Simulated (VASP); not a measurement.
**Os: single point with LDA**

Os:

```
Os
1.0
     2.71752    0.00000    0.00000
    -1.35876    2.35345    0.00000
     0.00000    0.00000    4.28446
Os
2
Cartesian
  0.0000 1.5690 1.0711
  1.3588 0.7845 3.2133
```

```yaml
Program: VASP 6.6.1
Task: single point
Functional: LDA
Potentials_or_basis: VASP PAW LDA potentials, release 64 (Os)
Cutoff: 520 eV
k_mesh: 13 × 13 × 8
Occupations: fermi-dirac, width 0.1 eV
Spin: no spin polarisation
Dipole_correction: no
Further_INCAR_settings: ALGO = Normal; EDIFF = 1e-07; NBANDS = 15
```

```yaml
Pressure: 1.1 GPa
Band_gap_on_the_k_mesh: zero (band 8 reaches 11.84 eV, above the bottom of band 9 at 7.90 eV)
```

Stress tensor (GPa, compression positive):
```
1.36 0.00 0.00
0.00 1.36 0.00
0.00 0.00 0.48
```

Levels at points of the mesh, in eV from the Fermi level:
```tsv
k point	band 6	band 7	band 8	band 9	band 10	band 11
(0.00, 0.00, 0.00)	-2.34	-2.34	-1.69	-1.69	0.12	1.68
(0.00, 0.00, 0.50)	-3.42	-3.42	-3.42	0.87	0.87	0.87
```

Run time: 23 s on 1 thread of Intel Xeon 6975P-C (shared host), peak memory 0.15 GiB.

Caveat: spin-orbit coupling is left out, which moves the levels of the heavy elements.
